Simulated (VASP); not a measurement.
Here is a VASP 6.6.1 calculation.

File INCAR:

```
PREC = Accurate
ENCUT = 520
EDIFF = 1E-6
ISMEAR = 0
SIGMA = 0.15
LREAL = F
LASPH = T
NELM = 100
ALGO = Normal
ISIF = 2
LWAVE = F
LCHARG = T
GGA = PS
LELF = T
LVHAR = T
NBANDS = 32
```

File KPOINTS:

```
Automatic mesh
0
Gamma
  5 5 5
```

Contents of POSCAR:

```
Sn3Se
1.0
    4.7418790000      0.0000000000      0.0000000000
    0.0000000000      4.7418790000      0.0000000000
    0.0000000000      0.0000000000      4.7418790000
Sn Se
3 1
Direct
    0.0000000000      0.5000000000      0.5000000000
    0.5000000000      0.0000000000      0.5000000000
    0.5000000000      0.5000000000      0.0000000000
    0.0000000000      0.0000000000      0.0000000000
```

Potentials or basis: VASP PAW PBE potentials, release 64 (Sn_d, Se).

Command:

```console
$ cat potpaw_PBE.64/Sn_d/POTCAR potpaw_PBE.64/Se/POTCAR > POTCAR
$ mpirun -np 1 vasp_std > vasp.out
```

(1) Predict the pressure.

(2) Estimate the band gap on the k mesh.

## Answers

(1) -2.3 GPa.

(2) zero (bands 24 and 25 overlap by 1.51 eV).

Caveat: the PAW data sets were made with another functional, which shifts forces and pressure a little; spin-orbit coupling is left out, which moves the levels of the heavy elements.
